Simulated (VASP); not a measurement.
A run of VASP 6.6.1 is set up as follows.

Contents of INCAR:

```
SYSTEM = Li2O
PREC     = Accurate       ! precision mode
ENCUT    = 750            ! plane-wave cutoff, eV
EDIFF    = 1E-6           ! SCF threshold, eV
ISMEAR   = 0              ! smearing method
SIGMA    = 0.01           ! smearing width, eV
LREAL    = .False.        ! projectors in reciprocal space
LASPH    = .True.         ! aspherical terms in the spheres
NELM     = 120            ! most SCF steps
ALGO     = Normal         ! electronic algorithm
ISIF     = 2              ! what is computed and relaxed
LWAVE    = .False.        ! write WAVECAR
LCHARG   = .False.        ! write CHGCAR
GGA      = PE             ! functional
NBANDS   = 13             ! bands
GGA_COMPAT= .False.
```

KPOINTS

```
Automatic mesh
0
Gamma
  6 6 6
  0 0 0
```

POSCAR

```
Li2O
1.0
    0.0000000000      2.2476095128      2.2476095128
    2.2476095128      0.0000000000      2.2476095128
    2.2476095128      2.2476095128      0.0000000000
Li O
2 1
Direct
    0.2500000000      0.2500000000      0.2500000000
    0.7500000000      0.7500000000      0.7500000000
    0.0000000000      0.0000000000      0.0000000000
```

Potentials or basis: VASP PAW PBE potentials, release 64 (Li_sv, O).

Command:

```sh
$ cat potpaw_PBE.64/Li_sv/POTCAR potpaw_PBE.64/O/POTCAR > POTCAR
$ mpirun -np 1 vasp_std > vasp.out
```

Question: Estimate the pressure.

Answer: 7.9 GPa.

Question: Predict the band gap on the k mesh.

Answer: 5.13 eV, indirect (least direct gap 5.89 eV).

 A k mesh can miss the band edges.
